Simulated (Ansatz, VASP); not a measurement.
SnSe: VASP beside Ansatz

```xyz
2
Lattice="0.0000 3.1382 2.6675 3.1382 0.0000 2.6675 3.1382 3.1382 0.0000" Properties=species:S:1:pos:R:3 pbc="T T T"
Sn    0.0000    0.0000    0.0000
Se    3.1382    3.1382    2.6675
```

Alike in both runs: task single point; functional PBEsol; k mesh 10 × 10 × 10; occupations gaussian, width 0.05 eV; no spin polarisation.

|  | VASP | Ansatz |
| --- | --- | --- |
| version | VASP 6.6.1 | Ansatz 0.2.0 |
| potentials or method | VASP PAW PBE potentials, release 64 (Sn_d, Se), cutoff 520 eV | scalar-relativistic, plane waves, PAW |
| valence electrons in the cell | 20 | 30 |

|  | VASP | Ansatz | Ansatz less VASP |
| --- | --- | --- | --- |
| gap on the k mesh at the Fermi level (eV) | none | none | - |
| pressure (GPa) | 3.8 | 3.8 | -0.01 |
| traceless stress, the component that is largest in VASP (GPa) | 16.97 | 16.95 | -0.021 |

VASP's potentials were made for PBE, not for PBEsol. A gap of «none» marks a metal or a gap that the smearing closes. The functional is the same, so the differences come from potentials, cutoffs and numerics. VASP's potentials hold 20 valence electrons a cell and Ansatz's 30, so a difference there can come from the potentials and not from the codes.
